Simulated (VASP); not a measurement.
Input of a VASP 6.6.1 run:

File INCAR:

```
PREC     = Accurate       # precision mode
ENCUT    = 520            # plane-wave cutoff, eV
EDIFF    = 1E-7           # SCF threshold, eV
ISMEAR   = 0              # smearing method
SIGMA    = 0.15           # smearing width, eV
LREAL    = False          # projectors in reciprocal space
LASPH    = True           # aspherical terms in the spheres
NELM     = 80             # most SCF steps
ALGO     = Normal         # electronic algorithm
ISIF     = 2              # what is computed and relaxed
LWAVE    = False          # write WAVECAR
LCHARG   = False          # write CHGCAR
GGA      = PE             # functional
IVDW     = 12             # dispersion correction
NBANDS   = 14             # bands
```

KPOINTS

```
Automatic mesh
0
Gamma
  18 18 4
```

The input POSCAR:

```
Al
1.0
    2.9326000000      0.0000000000      0.0000000000
   -1.4663000000      2.5397060991      0.0000000000
    0.0000000000      0.0000000000      9.2410470711
Al
4
Direct
    0.0000000000      0.0000000000      0.0000000000
    0.3333333333      0.6666666667      0.2500000000
    0.0000000000      0.0000000000      0.5000000000
    0.6666666667      0.3333333333      0.7500000000
```

Potentials or basis: VASP PAW PBE potentials, release 64 (Al).

Command:

```sh
$ cat potpaw_PBE.64/Al/POTCAR > POTCAR
$ mpirun -np 1 vasp_std > vasp.out
```

Estimate the band gap on the k mesh.

zero (band 6 reaches 11.85 eV, above the bottom of band 7 at 5.96 eV).

Estimate the dispersion energy per atom.

-0.322 eV.

Estimate the pressure.

-5.8 GPa.

Stress tensor (GPa, compression positive):
```
-6.44  0.00  0.00
 0.00 -6.44  0.00
 0.00  0.00 -4.39
```

Caveat: pairwise dispersion overbinds metals, which lowers pressure and volume.
